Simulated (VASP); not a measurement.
# HfB2 (P-1) in VASP: single point with PBEsol

Aim: the single point of HfB2 with PBEsol.

Everything below comes from runs of VASP 6.6.1. Logs are shortened: lines on timing, memory, paths and dates and some standing lists are left out, and cuts for length are marked.

## (1) The cell of the first run

The typed cell holds 3 atoms: a = 3.141 Å, b = 3.181 Å, c = 3.481 Å, α = 90.62°, β = 91.71°, γ = 121.27°.

## (2) Single point, PBEsol (equal xy, yz and zx shear strains of -3 %)

File INCAR:

```
SYSTEM = HfB2
PREC = Accurate ; ENCUT = 520
EDIFF = 1E-7 ; ISMEAR = -1
SIGMA = 0.05 ; LREAL = .False.
LASPH = .True. ; NELM = 80
ALGO = Normal ; ISIF = 2
LWAVE = .False. ; LCHARG = .False.
GGA = PS ; NBANDS = 15
```

File KPOINTS:

```
Automatic mesh
0
Gamma
  13 13 11
  0 0 0
```

File POSCAR:

```
HfB2
1.0
    3.1400001005     -0.0471000015     -0.0471000015
   -1.6107898481      2.7428698556     -0.0172397971
   -0.0522000000     -0.0522000000      3.4800000000
Hf B
1 2
Direct
    0.0000000000      0.0000000000      0.0000000000
    0.3333333333      0.6666666667      0.5000000000
    0.6666666667      0.3333333333      0.5000000000
```

Potentials or basis: VASP PAW PBE potentials, release 64 (Hf_pv, B).

Started as:

```console
cat potpaw_PBE.64/Hf_pv/POTCAR potpaw_PBE.64/B/POTCAR > POTCAR
mpirun -np 1 vasp_std > vasp.out
```

OUTCAR:

```text
SYSTEM = HfB2
   PREC = Accurate
   ENCUT = 520
   EDIFF = 1E-7
   ISMEAR = -1
   LREAL = .False.
   LASPH = .True.
   NELM = 80
   ISIF = 2
   GGA = PS

 ion  position               nearest neighbor table
   1  0.000  0.000  0.000-   3 2.44   2 2.44   3 2.48   2 2.48   2 2.52   3 2.52   2 2.54   3 2.54
                             2 2.55   3 2.55   3 2.55   2 2.55
   2  0.333  0.667  0.500-   3 1.79   3 1.81   3 1.84   1 2.44   1 2.48   1 2.52   1 2.54   1 2.55
                             1 2.55
   3  0.667  0.333  0.500-   2 1.79   2 1.81   2 1.84   1 2.44   1 2.48   1 2.52   1 2.54   1 2.55
                             1 2.55

  LATTYP: Found a triclinic cell.
 ALAT       =     3.0999675340
 B/A-ratio  =     1.7320508076
 C/A-ratio  =     2.3498936641
 COS(alpha) =     0.0066812867
 COS(beta)  =     0.4564910805
 COS(gamma) =     0.8583881572

  Lattice vectors:

 A1 = (   1.5292102524,   2.6957698541,  -0.0643397986)
 A2 = (   4.6692103529,   2.6486698526,  -0.1114398001)
 A3 = (  -3.1693796962,   5.5379397112,  -3.5144795942)

Analysis of symmetry for initial positions (statically):
=====================================================================
 Subroutine PRICEL returns:
 Original cell was already a primitive cell.

 Routine SETGRP: Setting up the symmetry group for a
 triclinic supercell.

 Subroutine GETGRP returns: Found  2 space group operations
 (whereof  2 operations were pure point group operations)
 out of a pool of  2 trial point group operations.

The static configuration has the point symmetry S_2 .

Analysis of symmetry for dynamics (positions and initial velocities):
=====================================================================
 Subroutine PRICEL returns:
 Original cell was already a primitive cell.

 Routine SETGRP: Setting up the symmetry group for a
 triclinic supercell.

 Subroutine GETGRP returns: Found  2 space group operations
 (whereof  2 operations were pure point group operations)
 out of a pool of  2 trial point group operations.

The dynamic configuration has the point symmetry S_2 .

 Subroutine INISYM returns: Found  2 space group operations
 (whereof  2 operations are pure point group operations),
 and found     1 'primitive' translations

----------------------------------------------------------------------------------------

                                     Primitive cell

  volume of cell :      29.6943

  direct lattice vectors                    reciprocal lattice vectors
     3.140000101 -0.047100002 -0.047100002     0.321418211  0.188805580  0.007653357
    -1.610789848  2.742869856 -0.017239797     0.005602646  0.367907093  0.005602646
    -0.052200000 -0.052200000  3.480000000     0.004377985  0.004377985  0.287487661

  length of vectors
     3.140706521  3.180923795  3.480782912     0.372848210  0.367992402  0.287554323

  position of ions in fractional coordinates (direct lattice)
     0.000000000  0.000000000  0.000000000
     0.333333333  0.666666667  0.500000000
     0.666666667  0.333333333  0.500000000

  ion indices of the primitive-cell ions
   primitive index   ion index
                 1           1
                 2           2
                 3           3

----------------------------------------------------------------------------------------

 KPOINTS: Automatic mesh

Automatic generation of k-mesh.
 Grid dimensions read from file:
 generate k-points for:   13   13   11

 Generating k-lattice:

  Cartesian coordinates                     Fractional coordinates (reciprocal lattice)
     0.024724478  0.014523506  0.000588720     0.076923077 -0.000000000  0.000000000
     0.000430973  0.028300546  0.000430973     0.000000000  0.076923077  0.000000000
     0.000397999  0.000397999  0.026135242    -0.000000000  0.000000000  0.090909091

  Length of vectors
     0.028680632  0.028307108  0.026141302

  Shift w.r.t. Gamma in fractional coordinates (k-lattice)
     0.000000000  0.000000000  0.000000000

 Subroutine IBZKPT returns following result:
 ===========================================

 Found    930 irreducible k-points:

 Following reciprocal coordinates:
            Coordinates               Weight
  0.000000  0.000000  0.000000      1.000000
  0.076923 -0.000000  0.000000      2.000000
  0.153846 -0.000000  0.000000      2.000000
  0.230769 -0.000000 -0.000000      2.000000
  0.307692 -0.000000  0.000000      2.000000
  0.384615 -0.000000  0.000000      2.000000
[... 16 lines left out ...]
  0.153846  0.153846 -0.000000      2.000000
  0.230769  0.153846 -0.000000      2.000000
 [... further k-points ...]
   k-points           NKPTS =    930   k-points in BZ     NKDIM =    930   number of bands    NBANDS=     15
   number of dos      NEDOS =    301   number of ions     NIONS =      3
   total plane-waves  NPLWV =  16128
   dimension x,y,z NGX =    24 NGY =   24 NGZ =   28
   dimension x,y,z NGXF=    48 NGYF=   48 NGZF=   56
   ions per type =               1   2
   NGX,Y,Z   is equivalent  to a cutoff of  12.70, 12.54, 13.37 a.u.
   NGXF,Y,Z  is equivalent  to a cutoff of  25.41, 25.09, 26.75 a.u.
 SYSTEM =  HfB2
   PREC   = accura    normal or accurate (medium, high low for compatibility)
   ISTART =      0    job   : 0-new  1-cont  2-samecut
   ICHARG =      2    charge: 1-file 2-atom 10-const
   ISPIN  =      1    spin polarized calculation?
   LNONCOLLINEAR =      F non collinear calculations
   LSORBIT =      F    spin-orbit coupling
   LASPH  =      T    aspherical Exc in radial PAW
   ENCUT  =  520.0 eV  38.22 Ry    6.18 a.u.   5.84  5.91  6.47*2*pi/ulx,y,z
   NELM   =     80;   NELMIN=  2; NELMDL= -5     # of ELM steps
   EDIFF  = 0.1E-06   stopping-criterion for ELM
   LREAL  =      F    real-space projection
   EDIFFG = 0.1E-05   stopping-criterion for IOM
   NSW    =      0    number of steps for IOM
   IBRION =     -1    ionic relax: 0-MD 1-quasi-New 2-CG
   NFREE  =      0    steps in history (QN), initial steepest desc. (CG)
   ISIF   =      2    stress and relaxation
   ISYM   =      2    0-nonsym 1-usesym 2-fastsym
   POTIM  = 0.5000    time-step for ionic-motion
   TEBEG  =    0.0;   TEEND  =   0.0 temperature during run
   PSTRESS=    0.0 pullay stress
   NELECT =      16.0000    total number of electrons
   NUPDOWN=      -1.0000    fix difference up-down
   EMIN   =  10.00;   EMAX   =-10.00  energy-range for DOS
   EFERMI =   0.00;   METHOD = LEGACY
   ISMEAR =    -1;   SIGMA  =   0.05  broadening in eV -4-tet -1-fermi 0-gaus
   EFERMI_NEDOS =   21; number of points for ismear=-14 and -15
   IALGO  =     38    algorithm
   IMIX   =      4    mixing-type and parameters
     AMIX     =   0.40;   BMIX     =  1.00
     AMIX_MAG =   1.60;   BMIX_MAG =  1.00
  volume/ion in A,a.u.               =       9.90        66.80
  Fermi-wavevector in a.u.,A,eV,Ry     =   1.332162  2.517422 24.145668  1.774657
  Thomas-Fermi vector in A             =   2.461118
   LORBIT       =      0    0 simple, 1 ext, 2 COOP (PROOUT), +10 PAW based schemes
   GGA     = PS    functional components
   LHFCALC =     F    Hartree Fock is set to
   AEXX    =    0.0000 exact exchange contribution
   IVDW    =     0    specifies the selected vdW correction
   LEPSILON=     F    determine dielectric tensor
   LRPA    =     F    only Hartree local field effects (RPA)
 non-spin polarized calculation
  energy-cutoff  :      520.00
  volume of cell :       29.69
 maximum number of plane-waves:       816
   NGX = 11   NGY = 11   NGZ = 13

 number of electron      15.9999999 magnetization

 Free energy of the ion-electron system (eV)
  ---------------------------------------------------
  ext. energy  EPLUGINS =         0.00000000
  ---------------------------------------------------
  free energy    TOTEN  =       -27.79100863 eV

  energy without entropy =      -27.78909727  energy(sigma->0) =      -27.79005295

 E-fermi :   7.6083     XC(G=0): -12.6829

 val. band max:        7.6074954401   @ k =  -0.4615   0.1538   0.0000
 cond. band min:       7.6220143971   @ k =  -0.2308  -0.1538   0.0909
 fundamental gap:      0.0145189570
 Fermi energy:         7.6083467674

 k-point     1 :       0.0000    0.0000    0.0000
  band No.  band energies     occupation
      1     -23.0188      2.00000
      2     -22.5382      2.00000
      3     -22.4810      2.00000
      4      -6.1696      2.00000
      5       4.4356      2.00000
      6       4.5682      2.00000
      7       4.8195      2.00000
      8       4.8430      2.00000
      9      11.3252      0.00000
     10      11.4417      0.00000
     11      12.1698      0.00000
     12      12.2633      0.00000
     13      12.3270      0.00000
     14      12.5800      0.00000
     15      13.0114      0.00000

 k-point     2 :       0.0769   -0.0000    0.0000
  band No.  band energies     occupation
      1     -23.0108      2.00000
      2     -22.5548      2.00000
      3     -22.5252      2.00000
      4      -6.0373      2.00000
      5       4.3652      2.00000
      6       4.5526      2.00000
      7       4.6272      2.00000
      8       4.7649      2.00000
      9      11.0697      0.00000
     10      11.1744      0.00000
     11      11.5809      0.00000
     12      11.8960      0.00000
     13      13.1105      0.00000
     14      13.2939      0.00000
     15      13.5546      0.00000
[... 365 lines left out ...]
      3     -22.6512      2.00000
      4      -4.7035      2.00000
      5       2.0431      2.00000
      6       3.5905      2.00000
      7       4.0409      2.00000
      8       5.9153      2.00000
      9       8.9904      0.00000
     10       9.7372      0.00000
     11      11.6561      0.00000
     12      13.3820      0.00000
     13      13.9656      0.00000
     14      14.3116      0.00000
     15      15.9712      0.00000

 k-point    24 :       0.2308    0.1538   -0.0000
  band No.  band energies     occupation
      1     -23.0730      2.00000
      2     -22.9103      2.00000
      3     -22.7212      2.00000
      4      -3.9337      2.00000
      5       1.1755      2.00000
      6       2.8995      2.00000
      7       3.8306      2.00000
      8       6.4559      2.00000
      9       8.4318      0.00000
     10       9.0419      0.00000
     11      12.8838      0.00000
     12      13.4939      0.00000
     13      14.1357      0.00000
     14      15.1963      0.00000
     15      17.0210      0.00000

 [... further k-points ...]

------------------------ aborting loop because EDIFF is reached ----------------------------------------

  FORCE on cell =-STRESS in cart. coord.  units (eV):
  Direction    XX          YY          ZZ          XY          YZ          ZX
  --------------------------------------------------------------------------------------
  -------------------------------------------------------------------------------------
  Total       -0.6155171     -0.6194558     -0.7828720      1.5615010      1.5212328      1.5247589
  in kB      -33.2106712    -33.4231884    -42.2404308     84.2519252     82.0792221     82.2694770
  external PRESSURE =     -36.2914301 kB  Pullay stress =       0.0000000 kB

 VOLUME and BASIS-vectors are now :
 -----------------------------------------------------------------------------
  energy-cutoff  :      520.00
  volume of cell :       29.69
      direct lattice vectors                 reciprocal lattice vectors
     3.140000101 -0.047100002 -0.047100002     0.321418211  0.188805580  0.007653357
    -1.610789848  2.742869856 -0.017239797     0.005602646  0.367907093  0.005602646
    -0.052200000 -0.052200000  3.480000000     0.004377985  0.004377985  0.287487661

 POSITION                                       TOTAL-FORCE (eV/Angst)
 -----------------------------------------------------------------------------------
      0.00000      0.00000      0.00000         0.000000     -0.000000      0.000000
     -0.05329      1.78678      1.71281        -0.036439      0.012948     -0.018126
      1.53030      0.85679      1.70285         0.036439     -0.012948      0.018126
 -----------------------------------------------------------------------------------
    total drift:                               -0.000000      0.000000     -0.000000

  FREE ENERGIE OF THE ION-ELECTRON SYSTEM (eV)
  ---------------------------------------------------
  free  energy   TOTEN  =       -27.7910086317 eV

  energy  without entropy=      -27.7890972743  energy(sigma->0) =      -27.79005295
```

It took 6.2 min on 1 thread of Intel Xeon 8259CL, shared host; peak memory 0.5 GiB.

Results:

```yaml
Free_energy: -27.7910 eV
Pressure: -3.6 GPa
Largest_force: 0.043 eV/Å
Band_gap_on_the_k_mesh: zero (bands 8 and 9 overlap by 1.08 eV)
```

Forces on the atoms (eV/Å):
```
Hf   0.000  0.000  0.000
B   -0.036  0.013 -0.018
B    0.036 -0.013  0.018
```

Caveat: the cell differs from its parent crystal (equal xy, yz and zx shear strains of -3 %); the cell stands under tension; the PAW data sets were made with another functional, which shifts forces and pressure a little; spin-orbit coupling is left out, which moves the levels of the heavy elements.
